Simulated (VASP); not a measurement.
**TaN: single point with PBEsol**

Crystal: TaN.

```xyz
2
Lattice="0.0000 2.1876 2.1876 2.1876 0.0000 2.1876 2.1876 2.1876 0.0000" Properties=species:S:1:pos:R:3 pbc="T T T"
Ta    2.1876    2.1876    2.1876
N     0.0000    0.0000    0.0000
```

```yaml
Program: VASP 6.6.1
Task: single point
Functional: PBEsol
Potentials_or_basis: VASP PAW PBE potentials, release 64 (Ta_pv, N)
Cutoff: 520 eV
k_mesh: 10 × 10 × 10
Occupations: fermi-dirac, width 0.05 eV
Spin: no spin polarisation
```

```
Pressure               : 1.0 GPa
Band gap on the k mesh : zero (band 8 reaches 11.50 eV, above the bottom of band 9 at 7.37 eV)
```

Levels at points of the mesh, in eV from the Fermi level:
```
           k point  band 4  band 5  band 6  band 7  band 8  band 9  band 10  band 11  band 12  band 13
(0.00, 0.00, 0.00)  -18.95   -3.85   -3.85   -3.85   -2.20   -2.20    -2.20     0.00     0.00     1.66
(0.50, 0.00, 0.00)  -15.78  -10.55   -7.72   -7.72    1.92    1.92     2.03     3.83     7.69     7.69
(0.50, 0.50, 0.00)  -17.67   -6.68   -5.63   -4.67   -4.67    2.11     3.62     3.62     4.70     6.88
```

Wall time 5.6 s on 1 thread of Intel(R) Xeon(R) 6975P-C (Granite Rapids), with other jobs on the host, peak memory 0.15 GiB.

Caveat: the PAW data sets were made with another functional, which shifts forces and pressure a little; spin-orbit coupling is left out, which moves the levels of the heavy elements.
